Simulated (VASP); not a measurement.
Write the native input for VASP 6.6.1 that does the following.

```yaml
Task: relaxation of cell and atoms
Functional: HSE06
Potentials_or_basis: VASP PAW PBE potentials, release 64 (Ba_sv, S)
Cutoff: 600 eV
k_mesh: 4 × 4 × 4
Occupations: fermi-dirac, width 0.02 eV
Spin: no spin polarisation
Dipole_correction: no
Grid_for_exact_exchange_PRECFOCK: Normal
Further_INCAR_settings: ALGO = Normal; EDIFF = 1e-06; IBRION = 2; EDIFFG = -0.005; NSW = 80; ISIF = 3
Share_of_exact_exchange: 0.25
Screening_parameter: 0.2079 1/Å
```

The system is BaS.

```xyz
2
Lattice="0.0000 3.5194 3.5194 3.5194 0.0000 3.5194 3.5194 3.5194 0.0000" Properties=species:S:1:pos:R:3 pbc="T T T"
Ba    0.0000    0.0000    0.0000
S     1.7597    1.7597    1.7597
```

These files were run (other wordings do the same):

POSCAR

```
BaS
1.0
    0.0000000000      3.5194117709      3.5194117709
    3.5194117709      0.0000000000      3.5194117709
    3.5194117709      3.5194117709      0.0000000000
Ba S
1 1
Direct
    0.0000000000      0.0000000000      0.0000000000
    0.2500000000      0.2500000000      0.2500000000
```

INCAR.step1

```
ALGO = Normal ; EDIFF = 1E-5
ENCUT = 600 ; GGA = PE
ISMEAR = -1 ; LASPH = True
LCHARG = False ; LREAL = False
LWAVE = True ; NBANDS = 15
NELM = 80 ; PREC = Accurate
SIGMA = 0.02
```

INCAR.step2

```
ALGO = Normal ; EDIFF = 1E-6
EDIFFG = -0.005 ; ENCUT = 600
GGA = PE ; HFSCREEN = 0.2079
IBRION = 2 ; ISIF = 3
ISMEAR = -1 ; ISTART = 1
LASPH = True ; LCHARG = False
LHFCALC = True ; LREAL = False
LWAVE = False ; NELM = 80
NSW = 80 ; PREC = Accurate
PRECFOCK = Normal ; SIGMA = 0.02
```

KPOINTS

```
k-points
0
Gamma
  4 4 4
```

Potentials or basis: VASP PAW PBE potentials, release 64 (Ba_sv, S).

The run is started by

```console
$ cat potpaw_PBE.64/Ba_sv/POTCAR potpaw_PBE.64/S/POTCAR > POTCAR
$ cp INCAR.step1 INCAR
$ mpirun -np 1 vasp_std > vasp.out
$ cp INCAR.step2 INCAR
$ mpirun -np 1 vasp_std > vasp.out
```

Results of the run:

```
Relaxed volume                        : 43.88 Å³/atom
Relaxed cell                          : a = 4.988 Å, b = 4.988 Å, c = 4.988 Å, α = 60.00°, β = 60.00°, γ = 60.00°
Space group after relaxing (to 0.1 Å) : F-43m (No. 216)
Energy gained by relaxing             : 0.1 meV/atom
Ionic steps                           : 2
Pressure after relaxing               : 0.0 GPa
Band gap on the k mesh                : 3.63 eV (least direct gap 4.33 eV)
```

Caveat: the PAW data sets were made with another functional, which shifts forces and pressure a little; spin-orbit coupling is left out, which moves the levels of the heavy elements.

Run time: 31 min on 1 thread of Intel Xeon 8259CL, on a shared host, peak memory 0.37 GiB.
